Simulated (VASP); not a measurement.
Input of a VASP 6.6.1 run:

INCAR

```
  ALGO = Normal
  EDIFF = 1E-6
  ENCUT = 520
  GGA = CA
  ISIF = 2
  ISMEAR = 0
  LASPH = T
  LCHARG = F
  LREAL = F
  LWAVE = F
  NBANDS = 21
  NELM = 60
  PREC = Accurate
  SIGMA = 0.15
```

The input KPOINTS:

```
k-points
0
Gamma
  14 14 14
```

File POSCAR:

```
Ge
1.0
   -0.1124364614      2.8109115346      2.6984750732
    2.8109115346     -0.1124364614      2.6984750732
    2.6984750732      2.6984750732      0.0000000000
Ge
2
Direct
    0.5000000000      0.5000000000      0.5000000000
    0.7500000000      0.7500000000      0.7500000000
```

Potentials or basis: VASP PAW LDA potentials, release 64 (Ge_d).

Command:

```bash
$ cat potpaw_LDA.64/Ge_d/POTCAR > POTCAR
$ mpirun -np 1 vasp_std > vasp.out
```

(1) Predict the largest force.

(2) What does it give for the pressure?

(3) Predict the band gap on the k mesh.

Results:

(1) 0.862 eV/Å.

(2) 4.2 GPa.

(3) zero (band 14 reaches 5.48 eV, above the bottom of band 15 at 5.18 eV).

Caveat: the cell differs from its parent crystal (engineering shear strain xy -0.0800, normal strain along z -0.0400).
